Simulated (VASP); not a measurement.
A run of VASP 6.6.1 is set up as follows.

File INCAR:

```
  PREC = Accurate
  ENCUT = 520
  EDIFF = 1E-6
  ISMEAR = 0
  SIGMA = 0.1
  LREAL = False
  LASPH = True
  NELM = 60
  ALGO = Fast
  ISIF = 2
  LWAVE = False
  LCHARG = False
  GGA = PE
  IVDW = 12
  NBANDS = 18
```

File KPOINTS:

```
regular mesh
0
Gamma
  16 16 16
```

File POSCAR:

```
TiAl3
1.0
   -1.8973259891      1.8973259891      4.2484991952
    1.8973259891     -1.8973259891      4.2484991952
    1.8973259891      1.8973259891     -4.2484991952
Ti Al
1 3
Direct
    0.0000000000      0.0000000000      0.0000000000
    0.5000000000      0.5000000000      0.0000000000
    0.7500000000      0.2500000000      0.5000000000
    0.2500000000      0.7500000000      0.5000000000
```

Potentials or basis: VASP PAW PBE potentials, release 64 (Ti_sv, Al).

Command:

```bash
$ cat potpaw_PBE.64/Ti_sv/POTCAR potpaw_PBE.64/Al/POTCAR > POTCAR
$ mpirun -np 1 vasp_std > vasp.out
```

Q: Estimate the dispersion energy per atom.

A: -0.435 eV.

Q: Estimate the pressure.

A: -0.1 GPa.
